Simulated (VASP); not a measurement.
Au:

```
CELL_PARAMETERS angstrom
2.43554 1.40616 1.76373
-2.43554 1.40616 1.76373
0.00000 -2.81232 1.76373
ATOMIC_POSITIONS crystal
Au 0.30922 0.30922 0.30922
Au 0.69078 0.69078 0.69078
```

- Program: VASP 6.6.1
- Task: relaxation of cell and atoms
- Functional: PBE
- Potentials or basis: VASP PAW PBE potentials, release 64 (Au)
- Cutoff: 600 eV
- k mesh: 6 × 6 × 6
- Occupations: gaussian, width 0.1 eV
- Spin: no spin polarisation

At the start: pressure 61.8 GPa; volume 18.12 Å³/atom.

Task: Where does the relaxation end?

Result: Over 47 steps the energy falls by 2365.2 meV/atom and the volume is 17.96 Å³/atom (-0.9 %); space group Im-3m (No. 229, to 0.05 Å).

The path:
| step | energy change (eV) | largest force (eV/Å) | pressure (GPa) | volume (Å³) |
| --- | --- | --- | --- | --- |
| 1 | 0.0000 | 21.1422 | 61.78 | 36.24 |
| 3 | -1.9940 | 2.1216 | -9.42 | 73.86 |
| 5 | -2.4341 | 4.5838 | 1.36 | 63.96 |
| 7 | -3.2058 | 0.6116 | 4.93 | 52.09 |
| 9 | -3.2481 | 0.6021 | 1.29 | 54.46 |
| 11 | -3.2742 | 0.4618 | -0.91 | 56.05 |
| 13 | -3.3553 | 0.8949 | -1.12 | 55.31 |
| 15 | -3.3722 | 1.6453 | -2.11 | 53.74 |
| 17 | -3.4282 | 1.4200 | -3.32 | 53.23 |
| 19 | -3.5964 | 0.9263 | -7.36 | 50.92 |
| 21 | 6.7445 | 35.9152 | 117.38 | 36.99 |
| 23 | -2.9119 | 7.3532 | 9.79 | 42.41 |
| 25 | -2.7895 | 7.0960 | 14.98 | 41.18 |
| 27 | -2.6540 | 5.8295 | 19.57 | 40.45 |
| 29 | -2.6681 | 5.4341 | 19.61 | 40.43 |
| 31 | -2.7831 | 5.1186 | 17.68 | 40.56 |
| 33 | -3.1739 | 4.0045 | 10.98 | 41.07 |
| 35 | -3.9520 | 1.3102 | -5.74 | 43.05 |
| 37 | -4.0970 | 0.3549 | -13.16 | 44.86 |
| 39 | -4.1560 | 0.4093 | -12.30 | 44.04 |
| 41 | -4.6028 | 0.2727 | -7.29 | 38.88 |
| 43 | -4.7150 | 0.2010 | -1.18 | 36.31 |
| 45 | -4.7219 | 0.1780 | 1.30 | 35.62 |
| 47 | -4.7303 | 0.0390 | -0.21 | 35.93 |

Final structure:
```yaml
crystal:
  lattice:
    - [2.34021, 1.35112, 1.89387]
    - [-2.34021, 1.35112, 1.89387]
    - [0.00000, -2.70224, 1.89387]
  atoms:
    - { symbol: Au, position: [0.24934, 0.24934, 0.24934] }
    - { symbol: Au, position: [0.75066, 0.75066, 0.75066] }
```
